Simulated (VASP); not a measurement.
# MgS5 (P6/mmm) in VASP: further runs, part 2 of 2

VASP 6.6.1.

### Step 3. Single point, PBE

This run uses another cell than the first one, of 23.32 Å³/atom.

The input, INCAR:

```
  PREC = Accurate
  ENCUT = 520
  EDIFF = 1E-6
  ISMEAR = 0
  SIGMA = 0.1
  LREAL = F
  LASPH = T
  NELM = 100
  ALGO = Normal
  ISIF = 2
  LWAVE = F
  LCHARG = F
  GGA = PE
  NBANDS = 25
```

The input, KPOINTS:

```
Automatic mesh
0
Gamma
  6 6 4
```

The input, POSCAR:

```
MgS5
1.0
    4.9190305300      0.0000000000      0.0000000000
   -2.4595152600      4.2600054000      0.0000000000
    0.0000000000      0.0000000000      6.6773417900
Mg S
1 5
Direct
    0.0000000000      0.0000000000      0.5000000000
    0.6666666700      0.3333333300      0.7959949400
    0.0000000000      0.0000000000      0.0000000000
    0.6666666700      0.3333333300      0.2040050600
    0.3333333300      0.6666666700      0.2040050600
    0.3333333300      0.6666666700      0.7959949400
```

Potentials or basis: VASP PAW PBE potentials, release 64 (Mg, S).

Started as:

```console
$ cat potpaw_PBE.64/Mg/POTCAR potpaw_PBE.64/S/POTCAR > POTCAR
$ mpirun -np 1 vasp_std > vasp.out
```

Wall time 2.4 min (1 thread of Intel Xeon 8259CL, shared host); peak memory 0.27 GiB.

Results (log left out):

- Free energy: -16.5295 eV
- Pressure: -9.3 GPa
- Largest force: 0.437 eV/Å
- Band gap on the k mesh: zero (bands 16 and 17 overlap by 0.99 eV)

Forces on the atoms (eV/Å):
```
Mg   0.000  0.000  0.000
S    0.000  0.000 -0.437
S    0.000  0.000  0.000
S    0.000  0.000  0.437
S    0.000  0.000  0.437
S    0.000  0.000 -0.437
```

Stress tensor (GPa, compression positive):
```
-10.62   0.00   0.00
  0.00 -10.62   0.00
  0.00   0.00  -6.60
```

Levels at points of the mesh, in eV from the Fermi level:
```csv
k point,band 14,band 15,band 16,band 17,band 18,band 19
"(0.00, 0.00, 0.00)",-1.93,-0.51,-0.38,-0.38,0.79,1.10
"(0.50, 0.00, 0.00)",-0.23,-0.01,0.03,0.20,0.42,0.54
"(0.00, 0.00, 0.50)",-2.06,-1.96,-0.67,-0.67,0.56,1.36
"(0.50, 0.00, 0.50)",-0.90,-0.40,-0.17,-0.11,0.27,0.50
```

Caveat: the cell stands under tension.

### Step 4. Single point, PBE

This run uses another cell than the first one, of 20.28 Å³/atom.

The input, INCAR:

```
SYSTEM = MgS5
  ALGO = Normal
  EDIFF = 1E-6
  ENCUT = 520
  GGA = PE
  ISIF = 2
  ISMEAR = 0
  LASPH = .TRUE.
  LCHARG = .TRUE.
  LELF = .TRUE.
  LREAL = .FALSE.
  LVHAR = .TRUE.
  LWAVE = .FALSE.
  NBANDS = 25
  NELM = 80
  PREC = Accurate
  SIGMA = 0.1
```

The input, KPOINTS:

```
k-points
0
G
  12 12 6
  0 0 0
```

The input, POSCAR:

```
MgS5
1.0
    5.3386883240      0.0000000000      0.0000000000
   -2.6693441620      4.6234397115      0.0000000000
    0.0000000000      0.0000000000      4.9304748231
Mg S
1 5
Direct
    0.0000000000      0.0000000000      0.5000000000
    0.6666666667      0.3333333333      0.6968599203
    0.0000000000      0.0000000000      0.0000000000
    0.6666666667      0.3333333333      0.3031400797
    0.3333333333      0.6666666667      0.3031400797
    0.3333333333      0.6666666667      0.6968599203
```

Started as:

```console
$ cat potpaw_PBE.64/Mg/POTCAR potpaw_PBE.64/S/POTCAR > POTCAR
$ mpirun -np 1 vasp_std > vasp.out
```

Wall time 6.2 min (1 thread of Intel Xeon 8259CL, shared host); peak memory 0.36 GiB.

The run converged. Its results:

```
Free energy            : -21.8851 eV
Pressure               : -0.5 GPa
Largest force          : 0.223 eV/Å
Band gap on the k mesh : zero (bands 16 and 17 overlap by 0.79 eV)
```

Forces on the atoms (eV/Å):
```
Mg   0.000  0.000  0.000
S    0.000  0.000 -0.223
S    0.000  0.000  0.000
S    0.000  0.000  0.223
S    0.000  0.000  0.223
S    0.000  0.000 -0.223
```

Stress tensor (GPa, compression positive):
```
-0.10  0.00  0.00
 0.00 -0.10  0.00
 0.00  0.00 -1.20
```

Levels at points of the mesh, in eV from the Fermi level:
```
           k point  band 13  band 14  band 15  band 16  band 17  band 18  band 19  band 20
(0.00, 0.00, 0.00)    -1.60    -1.60    -0.57    -0.57     0.32     0.32     0.77     5.31
(0.50, 0.00, 0.00)    -2.02    -1.04    -0.72    -0.28     0.36     1.13     1.82     4.52
(0.00, 0.00, 0.50)    -2.53    -2.53    -2.28    -2.28     1.22     1.39     1.39     2.86
(0.50, 0.00, 0.50)    -2.52    -1.74    -1.53     0.03     0.22     0.48     2.06     2.23
```

Caveat: semilocal functionals underestimate gaps, and a narrow one can read as zero.

### Step 5. Single point, PBE

This run uses another cell than the first one, of 20.28 Å³/atom.

The input, INCAR:

```
  ALGO = Normal
  EDIFF = 1E-7
  ENCUT = 520
  GGA = PE
  ISIF = 2
  ISMEAR = 0
  LASPH = True
  LCHARG = True
  LELF = True
  LREAL = False
  LVHAR = True
  LWAVE = False
  NBANDS = 25
  NELM = 100
  PREC = Accurate
  SIGMA = 0.1
```

The input, KPOINTS:

```
k-points
0
Gamma
  12 12 8
```

POSCAR is that of step 4.

Started as:

```console
$ cat potpaw_PBE.64/Mg/POTCAR potpaw_PBE.64/S/POTCAR > POTCAR
$ mpirun -np 1 vasp_std > vasp.out
```

Wall time 8.2 min (1 thread of Intel Xeon 8259CL, shared host); peak memory 0.4 GiB.

Results (log left out):

```yaml
Free_energy: -21.8855 eV
Pressure: -0.5 GPa
Largest_force: 0.217 eV/Å
Band_gap_on_the_k_mesh: zero (bands 16 and 17 overlap by 0.80 eV)
```

Forces on the atoms (eV/Å):
```
Mg   0.000  0.000  0.000
S    0.000  0.000 -0.217
S    0.000  0.000  0.000
S    0.000  0.000  0.217
S    0.000  0.000  0.217
S    0.000  0.000 -0.217
```

Stress tensor (GPa, compression positive):
```
-0.11  0.00  0.00
 0.00 -0.11  0.00
 0.00  0.00 -1.22
```

Levels at points of the mesh, in eV from the Fermi level:
| k point | band 14 | band 15 | band 16 | band 17 | band 18 | band 19 |
| --- | --- | --- | --- | --- | --- | --- |
| (0.00, 0.00, 0.00) | -1.60 | -0.57 | -0.57 | 0.32 | 0.32 | 0.77 |
| (0.50, 0.00, 0.00) | -1.04 | -0.72 | -0.28 | 0.36 | 1.13 | 1.82 |
| (0.00, 0.00, 0.50) | -2.53 | -2.28 | -2.28 | 1.22 | 1.38 | 1.38 |
| (0.50, 0.00, 0.50) | -1.75 | -1.54 | 0.03 | 0.22 | 0.48 | 2.06 |

Caveat: semilocal functionals underestimate gaps, and a narrow one can read as zero.

### Step 6. Relaxation of cell and atoms, PBE

This run uses another cell than the first one, of 23.32 Å³/atom.

The input, INCAR:

```
SYSTEM = MgS5
PREC = Accurate ; ENCUT = 600
EDIFF = 1E-6 ; ISMEAR = 0
SIGMA = 0.1 ; LREAL = .FALSE.
LASPH = .TRUE. ; NELM = 80
ALGO = Normal ; ISIF = 3
LWAVE = .FALSE. ; LCHARG = .FALSE.
GGA = PE ; IBRION = 2
NSW = 90 ; EDIFFG = -0.04
```

The input, KPOINTS:

```
Automatic mesh
0
G
  6 6 4
  0 0 0
```

The input, POSCAR:

```
MgS5
1.0
    4.9190305300      0.0000000000      0.0000000000
   -2.4595152600      4.2600054000      0.0000000000
    0.0000000000      0.0000000000      6.6773417900
Mg S
1 5
Direct
    0.0000000000      0.0000000000      0.5000000000
    0.6666666700      0.3333333300      0.7959949400
    0.0000000000      0.0000000000      0.0000000000
    0.6666666700      0.3333333300      0.2040050600
    0.3333333300      0.6666666700      0.2040050600
    0.3333333300      0.6666666700      0.7959949400
```

Potentials or basis: VASP PAW PBE potentials, release 64 (Mg, S).

Started as:

```console
$ cat potpaw_PBE.64/Mg/POTCAR potpaw_PBE.64/S/POTCAR > POTCAR
$ mpirun -np 1 vasp_std > vasp.out
```

Wall time 15 min (1 thread of Intel Xeon 8259CL, shared host); peak memory 0.33 GiB.

Results (log left out):

```
Free energy                           : -18.6913 eV
Relaxed volume                        : 17.65 Å³/atom
Relaxed cell                          : a = 4.310 Å, b = 4.310 Å, c = 6.583 Å, α = 90.00°, β = 90.00°, γ = 120.00°
Space group after relaxing (to 0.1 Å) : P6/mmm (No. 191)
Energy gained by relaxing             : 360.2 meV/atom
Ionic steps                           : 12
Pressure after relaxing               : -0.2 GPa
Band gap on the k mesh                : zero (bands 16 and 17 overlap by 1.42 eV)
```

The path:
| step | energy change (eV) | largest force (eV/Å) | pressure (GPa) | volume (Å³) |
| --- | --- | --- | --- | --- |
| 1 | 0.0000 | 0.4362 | -9.26 | 139.92 |
| 2 | -1.2644 | 1.0519 | -3.19 | 114.34 |
| 3 | -1.3844 | 1.2349 | 0.74 | 106.97 |
| 4 | -1.3858 | 1.2631 | 1.39 | 105.97 |
| 5 | -1.7317 | 0.9899 | 2.53 | 103.17 |
| 6 | -1.7195 | 0.0164 | 10.40 | 95.14 |
| 7 | -1.9662 | 0.5184 | 5.11 | 99.54 |
| 8 | -2.1259 | 0.1520 | -1.78 | 109.01 |
| 9 | -2.1320 | 0.1975 | -0.81 | 107.33 |
| 10 | -2.1479 | 0.1333 | -0.47 | 106.63 |
| 11 | -2.1603 | 0.0132 | 0.28 | 105.24 |
| 12 | -2.1614 | 0.0012 | -0.21 | 105.88 |

Final structure:
```
CELL_PARAMETERS angstrom
4.30968 0.00000 0.00000
-2.15484 3.73229 0.00000
0.00000 0.00000 6.58281
ATOMIC_POSITIONS crystal
Mg 0.00000 0.00000 0.50000
S 0.66667 0.33333 0.74764
S 0.00000 0.00000 0.00000
S 0.66667 0.33333 0.25236
S 0.33333 0.66667 0.25236
S 0.33333 0.66667 0.74764
```

Levels at points of the mesh, in eV from the Fermi level:
```
           k point  band 14  band 15  band 16  band 17  band 18  band 19
(0.00, 0.00, 0.00)    -1.37    -0.97    -0.86    -0.86     0.68     0.68
(0.50, 0.00, 0.00)    -0.69    -0.44     0.38     0.99     1.01     1.57
(0.00, 0.00, 0.50)    -1.77    -1.43    -1.43    -0.30    -0.05     1.36
(0.50, 0.00, 0.50)    -1.00    -0.27     0.19     0.70     1.60     1.80
```

Caveat: the volume moved by over 15 % at a fixed basis, so the end points are rough.

### Step 7. Overview

```csv
task,cell,k mesh,cutoff (eV),gap on the mesh (eV),pressure (GPa),largest force (eV/Å)
single point,"a = 4.365, b = 4.365, c = 6.371 Å, angles 90.0, 90.0, 120.0°, 6 atoms, atomic positions A",6 × 6 × 4,520,none,-0.5,0.01
single point,"a = 4.919, b = 4.919, c = 6.677 Å, angles 90.0, 90.0, 120.0°, 6 atoms, atomic positions B",6 × 6 × 4,520,none,-9.3,0.44
single point,"a = 5.339, b = 5.339, c = 4.930 Å, angles 90.0, 90.0, 120.0°, 6 atoms, atomic positions C",12 × 12 × 6,520,none,-0.5,0.22
single point,"a = 5.339, b = 5.339, c = 4.930 Å, angles 90.0, 90.0, 120.0°, 6 atoms, atomic positions C",12 × 12 × 8,520,none,-0.5,0.22
relaxation of cell and atoms,"relaxed from a = 4.919, b = 4.919, c = 6.677 Å, angles 90.0, 90.0, 120.0°, 6 atoms, atomic positions B",6 × 6 × 4,600,none,-0.2,-
```

Alike in all rows: level PBE; potentials or basis VASP PAW PBE potentials, release 64 (Mg, S); no spin polarisation; smearing gaussian 0.1 eV.

Caveats: semilocal functionals underestimate gaps, and a narrow one can read as zero (at least some runs); the cell stands under tension (at least some runs); the volume moved by over 15 % at a fixed basis, so the end points are rough (at least some runs).

Absolute energies hang on the potentials; compare differences alone.
